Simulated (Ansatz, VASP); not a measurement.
## Two plane-wave programs on Rh

The input INCAR:

```
PREC = Accurate
ENCUT = 520
EDIFF = 1E-7
ISMEAR = 0
SIGMA = 0.15
LREAL = F
LASPH = T
NELM = 100
ALGO = Fast
ISIF = 2
LWAVE = F
LCHARG = F
GGA = PS
NBANDS = 38
```

KPOINTS

```
regular mesh
0
Gamma
  18 18 6
```

Contents of POSCAR:

```
Rh
1.0
    2.6755648908      0.0000000000      0.0000000000
   -1.3377824454      2.3171071649      0.0000000000
    0.0000000000      0.0000000000      8.4948000000
Rh
4
Direct
    0.0000000000      0.0000000000      0.0000000000
    0.3333333333      0.6666666667      0.2500000000
    0.0000000000      0.0000000000      0.5000000000
    0.6666666667      0.3333333333      0.7500000000
```

Input for Ansatz:

```yaml
crystal:
  lattice:
    - [2.6755648908, 0.0, 0.0]
    - [-1.3377824454, 2.3171071649, 0.0]
    - [0.0, 0.0, 8.4948]
  atoms:
    - { symbol: Rh, position: [0.0, 0.0, 0.0] }
    - { symbol: Rh, position: [0.3333333333, 0.6666666667, 0.25] }
    - { symbol: Rh, position: [0.0, 0.0, 0.5] }
    - { symbol: Rh, position: [0.6666666667, 0.3333333333, 0.75] }
basis:
  ecutwfc: 420
kpoints:
  mp_grid: { grid: [18, 18, 6] }
hamiltonian:
  xc: pbesol
  pseudopotentials: { kind: paw, azcp: { folder: soft_1 } }
scf:
  occupations: { method: gaussian, width: 0.15 }
output:
  forces: true
  stress: true
  eigenvalues: true
  write_density: true
  write_potential: true
  elf: true
  volumetric_format: npy
```

Alike in both runs: task single point; functional PBEsol; k mesh 18 × 18 × 6; occupations gaussian, width 0.15 eV; no spin polarisation.

|  | VASP | Ansatz |
| --- | --- | --- |
| version | VASP 6.6.1 | Ansatz 0.2.0 |
| potentials or method | VASP PAW PBE potentials, release 64 (Rh_pv), cutoff 520 eV | scalar-relativistic, plane waves, PAW |
| valence electrons in the cell | 60 | 68 |

VASP gave:

```
gap on the k mesh at the Fermi level (eV)                     : none
pressure (GPa)                                                : 8.8
traceless stress, the component that is largest in VASP (GPa) : 7.26
```

Problem. What did Ansatz give for the same quantities?

Solution. gap on the k mesh at the Fermi level (eV): none; pressure (GPa): 9.0; traceless stress, the component that is largest in VASP (GPa): 7.29.

VASP's potentials were made for PBE, not for PBEsol, and Ansatz warns of the same on its side. A gap of «none» marks a metal or a gap that the smearing closes. The functional is the same, so the differences come from potentials, cutoffs and numerics. VASP's potentials hold 60 valence electrons a cell and Ansatz's 68, so a difference there can come from the potentials and not from the codes.
